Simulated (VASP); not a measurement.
# SrRh3 (Fm-3m) in VASP: notebook

SrRh3 is run at these levels: PBE; tasks: single point, relaxation of cell and atoms.

Program: VASP 6.6.1. These are calculated values, not measurements. Logs are shortened: lines on timing, memory, paths and dates and some standing lists are left out, and cuts for length are marked.

## 1. The cell of the first run

The structure is cubic, space group Fm-3m (No. 225). Conventional cell: a = 6.592 Å, b = 6.592 Å, c = 6.592 Å, α = 90.00°, β = 90.00°, γ = 90.00°. Sr (site symmetry m-3m) has 14 Rh at 2.85 to 3.30 Å within 3.8 Å. Rh (site symmetry m-3m) has 8 Rh at 2.85 Å and 6 Sr at 3.30 Å within 3.8 Å. Rh (site symmetry -43m) has 4 Sr at 2.85 Å and 10 Rh at 2.85 to 3.30 Å within 3.8 Å.

The cell was generated, and may not be a known phase.

## 2. Single point, PBE

Contents of INCAR:

```
PREC = Accurate
ENCUT = 500
EDIFF = 1E-6
ISMEAR = 0
SIGMA = 0.1
LREAL = F
LASPH = T
NELM = 120
ALGO = Normal
ISIF = 2
LWAVE = F
LCHARG = T
GGA = PE
LELF = T
LVHAR = T
NBANDS = 36
GGA_COMPAT = F
```

Contents of KPOINTS:

```
Automatic mesh
0
Gamma
  4 4 4
```

Contents of POSCAR:

```
SrRh3
1.0
    0.0000000000      3.2961159553      3.2961159553
    3.2961159553      0.0000000000      3.2961159553
    3.2961159553      3.2961159553      0.0000000000
Sr Rh
1 3
Direct
    0.5000000000      0.5000000000      0.5000000000
    0.0000000000      0.0000000000      0.0000000000
    0.2500000000      0.2500000000      0.2500000000
    0.7500000000      0.7500000000      0.7500000000
```

Potentials or basis: VASP PAW PBE potentials, release 64 (Sr_sv, Rh_pv).

Run with:

```
$ cat potpaw_PBE.64/Sr_sv/POTCAR potpaw_PBE.64/Rh_pv/POTCAR > POTCAR
$ mpirun -np 1 vasp_std > vasp.out
```

OUTCAR:

```text
PREC = Accurate
   ENCUT = 500
   EDIFF = 1E-6
   ISMEAR = 0
   LREAL = F
   LASPH = T
   NELM = 120
   ISIF = 2
   GGA = PE

 ion  position               nearest neighbor table
   1  0.500  0.500  0.500-   3 2.85   4 2.85   3 2.85   3 2.85   3 2.85   4 2.85   4 2.85   4 2.85
                             2 3.30   2 3.30   2 3.30   2 3.30   2 3.30   2 3.30
   2  0.000  0.000  0.000-   3 2.85   4 2.85   4 2.85   4 2.85   4 2.85   3 2.85   3 2.85   3 2.85
                             1 3.30   1 3.30   1 3.30   1 3.30   1 3.30   1 3.30
   3  0.250  0.250  0.250-   1 2.85   2 2.85   2 2.85   2 2.85   2 2.85   1 2.85   1 2.85   1 2.85
                             4 3.30   4 3.30   4 3.30   4 3.30   4 3.30   4 3.30
   4  0.750  0.750  0.750-   1 2.85   2 2.85   1 2.85   1 2.85   1 2.85   2 2.85   2 2.85   2 2.85
                             3 3.30   3 3.30   3 3.30   3 3.30   3 3.30   3 3.30

  LATTYP: Found a face centered cubic cell.
 ALAT       =     6.5922319106

  Lattice vectors:

 A1 = (   0.0000000000,   3.2961159553,   3.2961159553)
 A2 = (   3.2961159553,   0.0000000000,   3.2961159553)
 A3 = (   3.2961159553,   3.2961159553,   0.0000000000)

Analysis of symmetry for initial positions (statically):
=====================================================================
 Subroutine PRICEL returns:
 Original cell was already a primitive cell.

 Routine SETGRP: Setting up the symmetry group for a
 face centered cubic supercell.

 Subroutine GETGRP returns: Found 48 space group operations
 (whereof 48 operations were pure point group operations)
 out of a pool of 48 trial point group operations.

The static configuration has the point symmetry O_h .

Analysis of symmetry for dynamics (positions and initial velocities):
=====================================================================
 Subroutine PRICEL returns:
 Original cell was already a primitive cell.

 Routine SETGRP: Setting up the symmetry group for a
 face centered cubic supercell.

 Subroutine GETGRP returns: Found 48 space group operations
 (whereof 48 operations were pure point group operations)
 out of a pool of 48 trial point group operations.

The dynamic configuration has the point symmetry O_h .

 Subroutine INISYM returns: Found 48 space group operations
 (whereof 48 operations are pure point group operations),
 and found     1 'primitive' translations

----------------------------------------------------------------------------------------

                                     Primitive cell

  volume of cell :      71.6205

  direct lattice vectors                    reciprocal lattice vectors
     0.000000000  3.296115955  3.296115955    -0.151693692  0.151693692  0.151693692
     3.296115955  0.000000000  3.296115955     0.151693692 -0.151693692  0.151693692
     3.296115955  3.296115955  0.000000000     0.151693692  0.151693692 -0.151693692

  length of vectors
     4.661411887  4.661411887  4.661411887     0.262741183  0.262741183  0.262741183

  position of ions in fractional coordinates (direct lattice)
     0.500000000  0.500000000  0.500000000
     0.000000000  0.000000000  0.000000000
     0.250000000  0.250000000  0.250000000
     0.750000000  0.750000000  0.750000000

  ion indices of the primitive-cell ions
   primitive index   ion index
                 1           1
                 2           2
                 3           3
                 4           4

----------------------------------------------------------------------------------------

 KPOINTS: Automatic mesh

Automatic generation of k-mesh.
 Grid dimensions read from file:
 generate k-points for:    4    4    4

 Generating k-lattice:

  Cartesian coordinates                     Fractional coordinates (reciprocal lattice)
    -0.037923423  0.037923423  0.037923423     0.250000000  0.000000000  0.000000000
     0.037923423 -0.037923423  0.037923423     0.000000000  0.250000000  0.000000000
     0.037923423  0.037923423 -0.037923423     0.000000000  0.000000000  0.250000000

  Length of vectors
     0.065685296  0.065685296  0.065685296

  Shift w.r.t. Gamma in fractional coordinates (k-lattice)
     0.000000000  0.000000000  0.000000000

 Subroutine IBZKPT returns following result:
 ===========================================

 Found      8 irreducible k-points:

 Following reciprocal coordinates:
            Coordinates               Weight
  0.000000  0.000000  0.000000      1.000000
  0.250000  0.000000  0.000000      8.000000
  0.500000  0.000000  0.000000      4.000000
  0.250000  0.250000  0.000000      6.000000
  0.500000  0.250000  0.000000     24.000000
 -0.250000  0.250000  0.000000     12.000000
  0.500000  0.500000  0.000000      3.000000
 -0.250000  0.500000  0.250000      6.000000
   k-points           NKPTS =      8   k-points in BZ     NKDIM =      8   number of bands    NBANDS=     36
   number of dos      NEDOS =    301   number of ions     NIONS =      4
   total plane-waves  NPLWV =  46656
   dimension x,y,z NGX =    36 NGY =   36 NGZ =   36
   dimension x,y,z NGXF=    72 NGYF=   72 NGZF=   72
   ions per type =               1   3
   NGX,Y,Z   is equivalent  to a cutoff of  12.84, 12.84, 12.84 a.u.
   NGXF,Y,Z  is equivalent  to a cutoff of  25.68, 25.68, 25.68 a.u.
 SYSTEM =  unknown system
   PREC   = accura    normal or accurate (medium, high low for compatibility)
   ISTART =      0    job   : 0-new  1-cont  2-samecut
   ICHARG =      2    charge: 1-file 2-atom 10-const
   ISPIN  =      1    spin polarized calculation?
   LNONCOLLINEAR =      F non collinear calculations
   LSORBIT =      F    spin-orbit coupling
   LASPH  =      T    aspherical Exc in radial PAW
   ENCUT  =  500.0 eV  36.75 Ry    6.06 a.u.   8.50  8.50  8.50*2*pi/ulx,y,z
   NELM   =    120;   NELMIN=  2; NELMDL= -5     # of ELM steps
   EDIFF  = 0.1E-05   stopping-criterion for ELM
   LREAL  =      F    real-space projection
[... 7 lines left out ...]
   TEBEG  =    0.0;   TEEND  =   0.0 temperature during run
   PSTRESS=    0.0 pullay stress
   NELECT =      55.0000    total number of electrons
   NUPDOWN=      -1.0000    fix difference up-down
   EMIN   =  10.00;   EMAX   =-10.00  energy-range for DOS
   EFERMI =   0.00;   METHOD = LEGACY
   ISMEAR =     0;   SIGMA  =   0.10  broadening in eV -4-tet -1-fermi 0-gaus
   EFERMI_NEDOS =   21; number of points for ismear=-14 and -15
   IALGO  =     38    algorithm
   IMIX   =      4    mixing-type and parameters
     AMIX     =   0.40;   BMIX     =  1.00
     AMIX_MAG =   1.60;   BMIX_MAG =  1.00
  volume/ion in A,a.u.               =      17.91       120.83
  Fermi-wavevector in a.u.,A,eV,Ry     =   1.499167  2.833014 30.579103  2.247501
  Thomas-Fermi vector in A             =   2.610832
   LORBIT       =      0    0 simple, 1 ext, 2 COOP (PROOUT), +10 PAW based schemes
   GGA     = PE    functional components
   LHFCALC =     F    Hartree Fock is set to
   AEXX    =    0.0000 exact exchange contribution
   IVDW    =     0    specifies the selected vdW correction
   LEPSILON=     F    determine dielectric tensor
   LRPA    =     F    only Hartree local field effects (RPA)
 non-spin polarized calculation
 Gauss-broadening in eV      SIGMA  =   0.10
  energy-cutoff  :      500.00
  volume of cell :       71.62
 maximum number of plane-waves:      1837
 NGX is ok and might be reduce to    36
   NGX = 17   NGY = 17   NGZ = 17

 number of electron      55.0000004 magnetization

 Free energy of the ion-electron system (eV)
  ---------------------------------------------------
  ext. energy  EPLUGINS =         0.00000000
  ---------------------------------------------------
  free energy    TOTEN  =       -21.78302529 eV

  energy without entropy =      -21.69841206  energy(sigma->0) =      -21.74071868

 E-fermi :   7.3783     XC(G=0): -12.1669

 val. band max:        7.3769580545   @ k =   0.0000   0.0000   0.0000
 cond. band min:       7.4046687472   @ k =   0.5000   0.2500   0.0000
 fundamental gap:      0.0277106927
 Fermi energy:         7.3783442292

 k-point     1 :       0.0000    0.0000    0.0000
  band No.  band energies     occupation
      1     -38.4169      2.00000
      2     -38.4169      2.00000
      3     -38.4169      2.00000
      4     -38.1706      2.00000
      5     -38.1706      2.00000
      6     -38.1706      2.00000
[... 28 lines left out ...]
     35      14.7523      0.00000
     36      15.3147      0.00000

 k-point     2 :       0.2500    0.0000    0.0000
  band No.  band energies     occupation
      1     -38.4218      2.00000
      2     -38.4218      2.00000
      3     -38.4164      2.00000
      4     -38.1624      2.00000
      5     -38.1624      2.00000
      6     -38.1531      2.00000
[... 28 lines left out ...]
     35      14.6931      0.00000
     36      16.2076      0.00000

 k-point     3 :       0.5000    0.0000    0.0000
  band No.  band energies     occupation
      1     -38.4266      2.00000
      2     -38.4266      2.00000
      3     -38.4138      2.00000
      4     -38.1532      2.00000
      5     -38.1532      2.00000
      6     -38.1531      2.00000
[... 28 lines left out ...]
     35      13.8342      0.00000
     36      14.8856      0.00000

 k-point     4 :       0.2500    0.2500    0.0000
  band No.  band energies     occupation
      1     -38.4281      2.00000
      2     -38.4281      2.00000
      3     -38.4076      2.00000
      4     -38.1571      2.00000
      5     -38.1571      2.00000
      6     -38.1489      2.00000
[... 28 lines left out ...]
     35      16.0419      0.00000
     36      16.4020      0.00000

 k-point     5 :       0.5000    0.2500    0.0000
  band No.  band energies     occupation
      1     -38.4328      2.00000
      2     -38.4293      2.00000
      3     -38.4090      2.00000
      4     -38.1678      2.00000
      5     -38.1449      2.00000
      6     -38.1434      2.00000
[... 28 lines left out ...]
     35      14.0243      0.00000
     36      15.3655      0.00000

 k-point     6 :      -0.2500    0.2500    0.0000
  band No.  band energies     occupation
      1     -38.4268      2.00000
      2     -38.4218      2.00000
      3     -38.4199      2.00000
      4     -38.1574      2.00000
      5     -38.1508      2.00000
      6     -38.1491      2.00000
[... 28 lines left out ...]
     35      14.7880      0.00000
     36      15.0685      0.00000

 k-point     7 :       0.5000    0.5000    0.0000
  band No.  band energies     occupation
      1     -38.4388      2.00000
      2     -38.4388      2.00000
      3     -38.3956      2.00000
      4     -38.1811      2.00000
      5     -38.1310      2.00000
      6     -38.1310      2.00000
[... 28 lines left out ...]
     35      14.2373      0.00000
     36      14.2373      0.00000

 k-point     8 :      -0.2500    0.5000    0.2500
  band No.  band energies     occupation
      1     -38.4395      2.00000
      2     -38.4172      2.00000
      3     -38.4172      2.00000
      4     -38.1770      2.00000
      5     -38.1338      2.00000
      6     -38.1307      2.00000
[... 28 lines left out ...]
     35      14.1494      0.00000
     36      14.1847      0.00000

------------------------ aborting loop because EDIFF is reached ----------------------------------------

  FORCE on cell =-STRESS in cart. coord.  units (eV):
  Direction    XX          YY          ZZ          XY          YZ          ZX
  --------------------------------------------------------------------------------------
  -------------------------------------------------------------------------------------
  Total        0.2477544      0.2477544      0.2477544     -0.0000000      0.0000000     -0.0000000
  in kB        5.5423565      5.5423565      5.5423565     -0.0000000      0.0000000     -0.0000000
  external PRESSURE =       5.5423565 kB  Pullay stress =       0.0000000 kB

 VOLUME and BASIS-vectors are now :
 -----------------------------------------------------------------------------
  energy-cutoff  :      500.00
  volume of cell :       71.62
      direct lattice vectors                 reciprocal lattice vectors
     0.000000000  3.296115955  3.296115955    -0.151693692  0.151693692  0.151693692
     3.296115955  0.000000000  3.296115955     0.151693692 -0.151693692  0.151693692
     3.296115955  3.296115955  0.000000000     0.151693692  0.151693692 -0.151693692

 POSITION                                       TOTAL-FORCE (eV/Angst)
 -----------------------------------------------------------------------------------
      3.29612      3.29612      3.29612        -0.000000      0.000000      0.000000
      0.00000      0.00000      0.00000        -0.000000      0.000000      0.000000
      1.64806      1.64806      1.64806         0.000000      0.000000     -0.000000
      4.94417      4.94417      4.94417        -0.000000     -0.000000      0.000000
 -----------------------------------------------------------------------------------
    total drift:                                0.000000      0.000000      0.000000

  FREE ENERGIE OF THE ION-ELECTRON SYSTEM (eV)
  ---------------------------------------------------
  free  energy   TOTEN  =       -21.7830252920 eV

  energy  without entropy=      -21.6984120622  energy(sigma->0) =      -21.74071868
```

Run time: 31 s. Hardware: 1 thread of Intel Xeon Platinum 8259CL at 2.50GHz (Skylake/Cascade Lake), shared host; peak memory 0.21 GiB.

What came out:

```yaml
Free_energy: -21.7830 eV
Pressure: 0.6 GPa
Band_gap_on_the_k_mesh: zero (an odd number of electrons rules out a gap without spin polarisation)
```

Levels at points of the mesh, in eV from the Fermi level:
```csv
k point,band 24,band 25,band 26,band 27,band 28,band 29,band 30,band 31
"(0.00, 0.00, 0.00)",-0.79,-0.79,-0.27,-0.27,0.00,0.00,4.15,4.15
"(0.50, 0.00, 0.00)",-1.79,-1.67,-0.35,-0.35,0.19,0.19,1.13,3.47
"(0.50, 0.50, 0.00)",-0.73,-0.46,-0.15,-0.15,-0.05,0.68,1.35,2.80
```

Caveat: the k points lie up to 0.41 Å⁻¹ apart, too coarse for converged energies and pressures of a metal.

## 3. Relaxation of cell and atoms, PBE

This run uses another cell than the first one, of 20.18 Å³/atom.

Contents of INCAR:

```
SYSTEM = SrRh3
PREC = Accurate ; ENCUT = 500
EDIFF = 1E-7 ; ISMEAR = 0
SIGMA = 0.1 ; LREAL = .False.
LASPH = .True. ; NELM = 120
ALGO = Normal ; ISIF = 3
LWAVE = .False. ; LCHARG = .False.
GGA = PE ; IBRION = 2
NSW = 90 ; EDIFFG = -0.04
GGA_COMPAT = .False. ; NELMIN = 4
```

Contents of KPOINTS:

```
Automatic mesh
0
Gamma
  4 4 4
  0 0 0
```

Contents of POSCAR:

```
SrRh3
1.0
    0.0000000000      3.4302287400      3.4302287400
    3.4302287400      0.0000000000      3.4302287400
    3.4302287400      3.4302287400      0.0000000000
Sr Rh
1 3
Direct
    0.5000000000      0.5000000000      0.5000000000
    0.0000000000      0.0000000000      0.0000000000
    0.2500000000      0.2500000000      0.2500000000
    0.7500000000      0.7500000000      0.7500000000
```

Potentials or basis: VASP PAW PBE potentials, release 64 (Sr_sv, Rh_pv).

Run with:

```
$ cat potpaw_PBE.64/Sr_sv/POTCAR potpaw_PBE.64/Rh_pv/POTCAR > POTCAR
$ mpirun -np 1 vasp_std > vasp.out
```

It took 82 s on 1 thread of Intel Xeon Platinum 8259CL at 2.50GHz (Skylake/Cascade Lake), shared host; peak memory 0.22 GiB.

The run converged. Its results:

| Quantity | Value |
| --- | --- |
| Free energy | -21.7875 eV |
| Relaxed volume | 17.99 Å³/atom |
| Relaxed cell | a = 4.669 Å, b = 4.669 Å, c = 4.669 Å, α = 60.00°, β = 60.00°, γ = 60.00° |
| Space group after relaxing (to 0.1 Å) | Fm-3m (No. 225) |
| Energy gained by relaxing | 73.5 meV/atom |
| Ionic steps | 3 |
| Pressure after relaxing | -0.1 GPa |
| Band gap on the k mesh | zero (an odd number of electrons rules out a gap without spin polarisation) |

The path:
| step | energy change (eV) | largest force (eV/Å) | pressure (GPa) | volume (Å³) |
| --- | --- | --- | --- | --- |
| 1 | 0.0000 | 0.0000 | -9.55 | 80.72 |
| 2 | -0.1859 | 0.0000 | 8.28 | 67.47 |
| 3 | -0.2939 | 0.0000 | -0.07 | 71.97 |

Final structure:
```
Sr Rh
1.0
     0.00000    3.30149    3.30149
     3.30149    0.00000    3.30149
     3.30149    3.30149    0.00000
Sr Rh
1 3
Cartesian
  3.3015 3.3015 3.3015
  0.0000 0.0000 0.0000
  1.6507 1.6507 1.6507
  4.9522 4.9522 4.9522
```

Levels at points of the mesh, in eV from the Fermi level:
| k point | band 25 | band 26 | band 27 | band 28 | band 29 | band 30 |
| --- | --- | --- | --- | --- | --- | --- |
| (0.00, 0.00, 0.00) | -0.78 | -0.26 | -0.26 | 0.00 | 0.00 | 4.14 |
| (0.50, 0.00, 0.00) | -1.65 | -0.35 | -0.35 | 0.19 | 0.19 | 1.11 |
| (0.50, 0.50, 0.00) | -0.46 | -0.15 | -0.15 | -0.05 | 0.68 | 1.34 |

Caveat: the k points lie up to 0.41 Å⁻¹ apart in the final cell, too coarse for converged energies and pressures of a metal.

The gap in the log of VASP goes by the Fermi energy; the results here count the filled bands.